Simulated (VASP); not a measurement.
## Cd2O3: single point with PBE

The system is Cd2O3.

```xyz
10
Lattice="5.2004 0.0000 0.0000 0.0000 5.2004 0.0000 0.0000 0.0000 5.2004" Properties=species:S:1:pos:R:3 pbc="T T T"
Cd    1.3001    1.3001    1.3001
Cd    3.9003    3.9003    1.3001
Cd    3.9003    1.3001    3.9003
Cd    1.3001    3.9003    3.9003
O     2.6002    0.0000    0.0000
O     0.0000    2.6002    0.0000
O     0.0000    0.0000    2.6002
O     2.6002    2.6002    0.0000
O     2.6002    0.0000    2.6002
O     0.0000    2.6002    2.6002
```

| Item | Value |
| --- | --- |
| Program | VASP 6.6.1 |
| Task | single point |
| Functional | PBE |
| Potentials or basis | VASP PAW PBE potentials, release 64 (Cd, O) |
| Cutoff | 520 eV |
| k mesh | 11 × 11 × 11 |
| Occupations | fermi-dirac, width 0.0612256 eV |
| Spin | no spin polarisation |

```
Pressure               : 5.9 GPa
Band gap on the k mesh : zero (bands 42 and 43 overlap by 0.76 eV)
```

Levels at points of the mesh, in eV from the Fermi level:
| k point | band 39 | band 40 | band 41 | band 42 | band 43 | band 44 | band 45 | band 46 |
| --- | --- | --- | --- | --- | --- | --- | --- | --- |
| (0.00, 0.00, 0.00) | -0.19 | -0.19 | -0.19 | 0.54 | 0.54 | 0.54 | 1.35 | 3.14 |

Wall time 8.9 min on 1 thread of AMD EPYC 9755 128-Core Processor (shared host), peak memory 0.38 GiB.

Caveat: the cell stands under pressure; semilocal functionals underestimate gaps, and a narrow one can read as zero.
